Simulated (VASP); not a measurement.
Set up this calculation in VASP 6.6.1, as the native input.

| Item | Value |
| --- | --- |
| Task | single point |
| Functional | PBE |
| Potentials or basis | VASP PAW PBE potentials, release 64 (Mg, Cd, O) |
| Cutoff | 520 eV |
| k mesh | 12 × 12 × 4 |
| Occupations | gaussian, width 0.1 eV |
| Spin | no spin polarisation |
| Dipole correction | no |
| k mesh for the DOS | 18 × 18 × 6 |
| Occupations for the DOS | tetrahedron |
| Further INCAR settings | ALGO = Fast; EDIFF = 1e-06; NBANDS = 41 |

The system is MgCd3O4.

```xyz
8
Lattice="3.3077 0.0000 0.0000 0.0000 3.3077 0.0000 0.0000 0.0000 9.3305" Properties=species:S:1:pos:R:3 pbc="T T T"
Mg    0.0000    0.0000    0.0000
Cd    1.6538    1.6538    2.2701
Cd    0.0000    0.0000    4.6652
Cd    1.6538    1.6538    7.0604
O     0.0000    0.0000    2.1670
O     1.6538    1.6538    4.6652
O     0.0000    0.0000    7.1635
O     1.6538    1.6538    0.0000
```

One way to write it, as run:

POSCAR

```
MgCd3O4
1.0
    3.3076836379      0.0000000000      0.0000000000
    0.0000000000      3.3076836379      0.0000000000
    0.0000000000      0.0000000000      9.3304801768
Mg Cd O
1 3 4
Direct
    0.0000000000      0.0000000000      0.0000000000
    0.5000000000      0.5000000000      0.2432999155
    0.0000000000      0.0000000000      0.5000000000
    0.5000000000      0.5000000000      0.7567000845
    0.0000000000      0.0000000000      0.2322467424
    0.5000000000      0.5000000000      0.5000000000
    0.0000000000      0.0000000000      0.7677532576
    0.5000000000      0.5000000000      0.0000000000
```

INCAR.step1

```
SYSTEM = MgCd3O4
  PREC = Accurate
  ENCUT = 520
  EDIFF = 1E-6
  ISMEAR = 0
  SIGMA = 0.1
  LREAL = .False.
  LASPH = .True.
  NELM = 100
  ALGO = Fast
  ISIF = 2
  LWAVE = .False.
  LCHARG = .True.
  GGA = PE
  NBANDS = 41
```

KPOINTS.step1

```
regular mesh
0
Gamma
  12 12 4
  0 0 0
```

INCAR.step2

```
SYSTEM = MgCd3O4
  PREC = Accurate
  ENCUT = 520
  EDIFF = 1E-6
  ISMEAR = -5
  SIGMA = 0.1
  LREAL = .False.
  LASPH = .True.
  NELM = 100
  ALGO = Fast
  ISIF = 2
  LWAVE = .False.
  LCHARG = .False.
  GGA = PE
  LORBIT = 11
  NBANDS = 41
  NEDOS = 1001
  ICHARG = 11
```

KPOINTS.step2

```
regular mesh
0
Gamma
  18 18 6
  0 0 0
```

Potentials or basis: VASP PAW PBE potentials, release 64 (Mg, Cd, O).

Command:

```console
$ cat potpaw_PBE.64/Mg/POTCAR potpaw_PBE.64/Cd/POTCAR potpaw_PBE.64/O/POTCAR > POTCAR
$ cp INCAR.step1 INCAR
$ cp KPOINTS.step1 KPOINTS
$ mpirun -np 1 vasp_std > vasp.out
$ cp INCAR.step2 INCAR
$ cp KPOINTS.step2 KPOINTS
$ mpirun -np 1 vasp_std > vasp.out
```

It gave:

```json
{
  "Valence electrons inside the program's atomic spheres": "Mg 0.29; Cd 10.26, 10.22 (each value once); O 4.95, 4.93, 4.96 (each value once)"
}
```

Wall time 19 min on 1 thread of Oxide Virtual Turin-like Processor, with other jobs on the host, peak memory 0.75 GiB.
